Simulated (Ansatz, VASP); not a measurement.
## Sb: VASP beside Ansatz

```
Sb
1.0
     3.16000    0.00000    0.00000
     0.00000    3.16000    0.00000
     0.00000    0.00000    3.16000
Sb
1
Direct
  0.00000 0.00000 0.00000
```

Alike in both runs: task relaxation of cell and atoms; functional HSE06; k mesh 4 × 4 × 4; occupations fermi-dirac, width 0.05 eV; no spin polarisation.

|  | VASP | Ansatz |
| --- | --- | --- |
| version | VASP 6.6.1 | Ansatz 0.2.0 |
| potentials or method | VASP PAW PBE potentials, release 64 (Sb_d_GW) | Ansatz PAW |
| plane-wave cutoff (eV) | 500 | 420 |
| valence electrons in the cell | 15 | 15 |

```tsv
	VASP	Ansatz	Ansatz less VASP
gap on the k mesh at the Fermi level, each at its own relaxed structure (eV)	none	none	-
relaxed volume (Å³/atom)	28.36	28.39	+0.031
relaxed cell length with the largest relative difference (Å)	3.050	3.051	+0.0011
```

A gap of «none» marks a metal or a gap that the smearing closes.

The k mesh is coarse, so the values compare programs but aren't converged. Spin-orbit coupling is off throughout. Noted on Ansatz's run: the plane-wave basis is chosen anew once the cell has moved, so the energies of steps on either side of that aren't comparable.
